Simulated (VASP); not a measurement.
Set up this calculation in VASP 6.6.1, as the native input.

```yaml
Task: single point
Functional: LDA
Potentials_or_basis: VASP PAW LDA potentials, release 64 (N)
Cutoff: 520 eV
k_mesh: 7 × 7 × 2
Occupations: gaussian, width 0.05 eV
Spin: no spin polarisation
Dipole_correction: no
Further_INCAR_settings: ALGO = Normal; EDIFF = 1e-06; NBANDS = 30
```

The structure of N lies in POSCAR:

```
N
1.0
   -3.5269202438      0.0000000000      0.0000000000
   -1.7634601219     -3.0544025283      0.0000000000
   -0.7347750508      1.2726677201     13.3505029787
N
8
Direct
   -0.0565152579      0.7231819246      0.9356366191
    0.1564995469      0.5101671197      0.4244010873
   -0.0223698925      0.6890365592      0.8536877420
    0.1906449124      0.4760217543      0.3424522103
    0.5963402827      0.7369930506      0.1687833215
    0.3833254778      0.9500078555      0.6800188532
    0.6304856482      0.7028476852      0.0868344444
    0.4174708433      0.9158624901      0.5980699762
```

These files were run (other wordings do the same):

INCAR

```
SYSTEM = N
  PREC = Accurate
  ENCUT = 520
  EDIFF = 1E-6
  ISMEAR = 0
  SIGMA = 0.05
  LREAL = .FALSE.
  LASPH = .TRUE.
  NELM = 80
  ALGO = Normal
  ISIF = 2
  LWAVE = .FALSE.
  LCHARG = .FALSE.
  NBANDS = 30
```

KPOINTS

```
regular mesh
0
G
  7 7 2
  0 0 0
```

Potentials or basis: VASP PAW LDA potentials, release 64 (N).

The run is started by

```console
$ cat potpaw_LDA.64/N/POTCAR > POTCAR
$ mpirun -np 1 vasp_std > vasp.out
```

Results of the run:

```
Pressure               : 3.8 GPa
Largest force          : 1.786 eV/Å
Band gap on the k mesh : 5.59 eV, direct
```

Caveat: the standard files for N, O and F lose accuracy on very short bonds; forces of over 1 eV/Å act on the atoms, so gaps and moduli don't describe the material at rest.

It took 85 s on 1 thread of Intel(R) Xeon(R) 6975P-C (Granite Rapids) (shared host), peak memory 0.28 GiB.
